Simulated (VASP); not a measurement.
Bi: single point with PBE

The system is Bi.

```xyz
2
Lattice="0.0000 3.3110 3.3110 3.3110 0.0000 3.3110 3.3110 3.3110 0.0000" Properties=species:S:1:pos:R:3 pbc="T T T"
Bi   -0.8278   -0.8278   -0.8278
Bi    0.8278    0.8278    0.8278
```

This isn't the form of Bi at room conditions, which is rhombohedral.

```json
{"Program": "VASP 6.6.1", "Task": "single point", "Functional": "PBE", "Potentials or basis": "VASP PAW PBE potentials, release 64 (Bi_d)", "Cutoff": "520 eV", "k mesh": "11 × 11 × 11", "Occupations": "fermi-dirac, width 0.05 eV", "Spin": "no spin polarisation"}
```

- Pressure: 15.3 GPa
- Band gap on the k mesh: zero (bands 15 and 16 overlap by 1.13 eV)

Levels at points of the mesh, in eV from the Fermi level:
| k point | band 13 | band 14 | band 15 | band 16 | band 17 | band 18 |
| --- | --- | --- | --- | --- | --- | --- |
| (0.00, 0.00, 0.00) | -1.53 | -1.53 | -1.53 | 0.90 | 0.90 | 0.90 |

Wall time 94 s on 1 thread of Intel Xeon 8259CL (shared host), peak memory 0.24 GiB.

Caveat: the cell stands under pressure; spin-orbit coupling is left out, which moves the levels of the heavy elements.
